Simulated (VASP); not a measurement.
Here is a VASP 6.6.1 calculation.

INCAR

```
SYSTEM = Rh
PREC = Accurate
ENCUT = 520
EDIFF = 1E-6
ISMEAR = 0
SIGMA = 0.15
LREAL = .False.
LASPH = .True.
NELM = 60
ALGO = Normal
ISIF = 2
LWAVE = .False.
LCHARG = .False.
GGA = RE
NBANDS = 14
```

File KPOINTS:

```
Automatic mesh
0
Gamma
  15 15 15
  0 0 0
```

The input POSCAR:

```
Rh
1.0
    0.0000000000      1.8978500000      1.8978500000
    1.8978500000      0.0000000000      1.8978500000
    1.8978500000      1.8978500000      0.0000000000
Rh
1
Direct
    0.0000000000      0.0000000000      0.0000000000
```

Potentials or basis: VASP PAW PBE potentials, release 64 (Rh_pv).

Command:

```sh
$ cat potpaw_PBE.64/Rh_pv/POTCAR > POTCAR
$ mpirun -np 1 vasp_std > vasp.out
```

Q: What does it give for the pressure?

A: 11.0 GPa.

Caveat: the PAW data sets were made with another functional, which shifts forces and pressure a little.
